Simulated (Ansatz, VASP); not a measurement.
## Hf in VASP and in Ansatz

```
Hf
1.0
    -1.81254    1.81254    1.81254
     1.81254   -1.81254    1.81254
     1.81254    1.81254   -1.81254
Hf
1
Cartesian
  0.0000 0.0000 0.0000
```

Alike in both runs: task single point; functional BLYP; k mesh 14 × 14 × 14; occupations fermi-dirac, width 0.1 eV; no spin polarisation.

```csv
,VASP,Ansatz
version,VASP 6.6.1,Ansatz 0.2.0
potentials or method,"VASP PAW PBE potentials, release 64 (Hf_pv), cutoff 520 eV","plane waves (420 eV) with PAW, scalar-relativistic"
valence electrons in the cell,10,26
```

```tsv
	VASP	Ansatz	Ansatz less VASP
pressure (GPa)	-3.4	-3.4	-0.01
```

VASP's potentials were made for PBE, not for BLYP. The functional is the same, so the differences come from potentials, cutoffs and numerics. VASP's potentials hold 10 valence electrons a cell and Ansatz's 26, so a difference there can come from the potentials and not from the codes.

Neither program's run includes spin-orbit coupling.
